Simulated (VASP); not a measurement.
**WC: electric field gradients with PBEsol**

The system is WC.

```
W C
1.0
     5.81300    0.00000    0.00000
    -2.90650    5.03421    0.00000
     0.00000    0.00000    5.67320
W C
8 8
Cartesian
  0.0000 0.0000 0.0000
  0.0000 0.0000 2.8366
  -1.4532 2.5171 0.0000
  -1.4532 2.5171 2.8366
  2.9065 0.0000 0.0000
  2.9065 0.0000 2.8366
  1.4532 2.5171 0.0000
  1.4532 2.5171 2.8366
  1.4533 0.8390 1.4183
  1.4533 0.8390 4.2549
  0.0000 3.3561 1.4183
  0.0000 3.3561 4.2549
  4.3598 0.8390 1.4183
  4.3598 0.8390 4.2549
  2.9065 3.3561 1.4183
  2.9065 3.3561 4.2549
```

```json
{
  "Program": "VASP 6.6.1",
  "Task": "electric field gradients",
  "Functional": "PBEsol",
  "Potentials or basis": "VASP PAW PBE potentials, release 64 (W_sv, C)",
  "Cutoff": "520 eV",
  "k mesh": "7 × 7 × 6",
  "Occupations": "fermi-dirac, width 0.05 eV",
  "Spin": "no spin polarisation",
  "Dipole correction": "no",
  "Further INCAR settings": "LREAL = Auto; ALGO = Normal; EDIFF = 1e-08; NBANDS = 86"
}
```

```yaml
Pressure: -2.4 GPa
Band_gap_on_the_k_mesh: zero (bands 72 and 73 overlap by 0.77 eV)
Largest_electric_field_gradient_by_atom: W -138.9; C -0.2 V/Å²
```

Stress tensor (GPa, compression positive):
```
-2.18  0.00  0.00
 0.00 -2.18  0.00
 0.00  0.00 -2.69
```

Levels at points of the mesh, in eV from the Fermi level:
```tsv
k point	band 68	band 69	band 70	band 71	band 72	band 73	band 74	band 75	band 76	band 77
(0.00, 0.00, 0.00)	-0.42	-0.42	0.14	0.31	0.31	0.31	2.35	2.35	2.35	3.25
(0.00, 0.00, 0.50)	-0.93	-0.93	-0.93	0.64	0.64	0.64	0.64	0.98	0.98	3.78
```

Electric field gradients, principal values (V/Å²):
```tsv
atom	least	middle	greatest (by size)
1 W	69.440	69.441	-138.880
2 W	69.440	69.441	-138.880
3 W	69.440	69.441	-138.880
4 W	69.440	69.441	-138.880
5 W	69.440	69.441	-138.880
6 W	69.440	69.441	-138.880
7 W	69.440	69.441	-138.880
8 W	69.440	69.441	-138.880
9 C	0.109	0.109	-0.218
10 C	0.109	0.109	-0.218
11 C	0.109	0.109	-0.218
12 C	0.109	0.109	-0.218
13 C	0.109	0.109	-0.218
14 C	0.109	0.109	-0.218
15 C	0.109	0.109	-0.218
16 C	0.109	0.109	-0.218
```

Wall time 14 min on 1 thread of Intel(R) Xeon(R) Platinum 8375C CPU @ 2.90GHz (Ice Lake), on a shared host, peak memory 0.48 GiB.

Caveat: without QUAD_EFG the Cq values of the log hold for a quadrupole moment of 1 mb, not for the nuclei; the PAW data sets were made with another functional, which shifts forces and pressure a little; spin-orbit coupling is left out, which moves the levels of the heavy elements.
